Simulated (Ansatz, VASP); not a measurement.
Se: VASP beside Ansatz

```
Se
1.0
     5.39503    0.00000    0.00000
     0.00000    5.39503    0.00000
     0.00000    0.00000    5.39503
Se
8
Direct
  0.00000 0.00000 0.00000
  0.50000 0.50000 0.50000
  0.25000 0.00000 0.50000
  0.75000 0.00000 0.50000
  0.50000 0.25000 0.00000
  0.50000 0.75000 0.00000
  0.00000 0.50000 0.25000
  0.00000 0.50000 0.75000
```

Alike in both runs: functional PBEsol; k mesh 5 × 5 × 5; occupations fermi-dirac, width 0.1 eV; no spin polarisation.

Ansatz relaxed the structure, and its values are those at the end. VASP's run is a single point on that final structure, the one shown.

|  | VASP | Ansatz |
| --- | --- | --- |
| version | VASP 6.6.1 | Ansatz 0.2.0 |
| potentials or method | VASP PAW PBE potentials, release 64 (Se), cutoff 520 eV | plane waves (420 eV) with PAW, scalar-relativistic |
| valence electrons in the cell | 48 | 128 |

```csv
,VASP,Ansatz,Ansatz less VASP
pressure (GPa),0.1,0.0,-0.09
```

VASP's potentials were made for PBE, not for PBEsol, and Ansatz warns of the same on its side. The functional is the same, so the differences come from potentials, cutoffs and numerics. VASP's potentials hold 48 valence electrons a cell and Ansatz's 128, so a difference there can come from the potentials and not from the codes.
